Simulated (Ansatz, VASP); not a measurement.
**One calculation of Ge, two programs**

Contents of POSCAR:

```
Ge
1.0
    1.3971490000     -2.6005160000      0.0000000000
    1.3971490000      2.6005160000      0.0000000000
    0.0000000000      0.0000000000      2.6982310000
Ge
1
Direct
    0.5000000000      0.5000000000      0.0000000000
```

INCAR.step1

```
SYSTEM = Ge
PREC = Accurate
ENCUT = 520
EDIFF = 1E-5
ISMEAR = -1
SIGMA = 0.05
LREAL = .FALSE.
LASPH = .TRUE.
NELM = 100
ALGO = Normal
ISIF = 2
LWAVE = .TRUE.
LCHARG = .FALSE.
GGA = PE
NBANDS = 13
```

Contents of INCAR.step2:

```
SYSTEM = Ge
PREC = Accurate
ENCUT = 520
EDIFF = 1E-7
ISMEAR = -1
SIGMA = 0.05
LREAL = .FALSE.
LASPH = .TRUE.
NELM = 100
ALGO = Normal
ISIF = 2
LWAVE = .FALSE.
LCHARG = .FALSE.
GGA = B3
LHFCALC = .TRUE.
AEXX = 0.2
AGGAX = 0.72
AGGAC = 0.81
ALDAC = 0.19
PRECFOCK = Normal
ISTART = 1
NBANDS = 13
```

KPOINTS

```
Automatic mesh
0
G
  6 6 5
  0 0 0
```

File input:

```
crystal:
  lattice:
    - [1.397149, -2.600516, 0.0]
    - [1.397149, 2.600516, 0.0]
    - [0.0, 0.0, 2.698231]
  atoms:
    - { symbol: Ge, position: [0.5, 0.5, 0.0] }
hamiltonian:
  xc: b3lyp
  pseudopotentials: { kind: paw }
kpoints:
  mp_grid: { grid: [6, 6, 5] }
scf:
  occupations: { method: fermi_dirac, width: 0.05 }
output:
  forces: true
  stress: true
  eigenvalues: true
  write_density: true
  write_potential: true
  elf: true
  volumetric_format: npy
```

Alike in both runs: task single point; functional B3LYP; k mesh 6 × 6 × 5; occupations fermi-dirac, width 0.05 eV; no spin polarisation.

```csv
,VASP,Ansatz
version,VASP 6.6.1,Ansatz 0.2.0
potentials or method,"VASP PAW PBE potentials, release 64 (Ge_d)",Ansatz PAW
plane-wave cutoff (eV),520,420
valence electrons in the cell,14,14
```

```csv
,VASP,Ansatz,Ansatz less VASP
gap on the k mesh at the Fermi level (eV),none,none,-
pressure (GPa),4.6,4.7,+0.04
"traceless stress, the component that is largest in VASP (GPa)",-9.61,-9.51,+0.100
```

VASP's potentials were made for PBE, not for B3LYP. A gap of «none» marks a metal or a gap that the smearing closes.

The k mesh is coarse, so the values compare programs but aren't converged.
